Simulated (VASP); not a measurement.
SiF, 2 atoms in the cell. The structure is cubic, space group Pm-3m (No. 221). The conventional cell has a = 3.187 Å, b = 3.187 Å, c = 3.187 Å, α = 90.00°, β = 90.00°, γ = 90.00°. Within 3.6 Å of Si (site symmetry m-3m) lie 8 F at 2.76 Å and 6 Si at 3.19 Å. Within 3.6 Å of F (site symmetry m-3m) lie 8 Si at 2.76 Å and 6 F at 3.19 Å. 

```yaml
Program: VASP 6.6.1
Task: relaxation of cell and atoms
Functional: PBE
Potentials_or_basis: VASP PAW PBE potentials, release 64 (Si, F)
Cutoff: 600 eV
k_mesh: 6 × 6 × 6
Occupations: gaussian, width 0.1 eV
Spin: no spin polarisation
Dipole_correction: no
Further_INCAR_settings: ALGO = Normal; EDIFF = 1e-07; IBRION = 2; EDIFFG = -0.04; NSW = 90; ISIF = 3
```

Potentials or basis: VASP PAW PBE potentials, release 64 (Si, F).

The run is started by

```bash
$ cat potpaw_PBE.64/Si/POTCAR potpaw_PBE.64/F/POTCAR > POTCAR
$ mpirun -np 1 vasp_std > vasp.out
```

Hardware: 1 thread of Intel(R) Xeon(R) Platinum 8375C CPU @ 2.90GHz (Ice Lake) (shared host).

Task: Estimate the wall time of this run.

Result: It took 13 s on 1 thread of Intel(R) Xeon(R) Platinum 8375C CPU @ 2.90GHz (Ice Lake), on a shared host, peak memory 0.15 GiB. Counts: scf iterations 38, k points 20, ion steps 3.
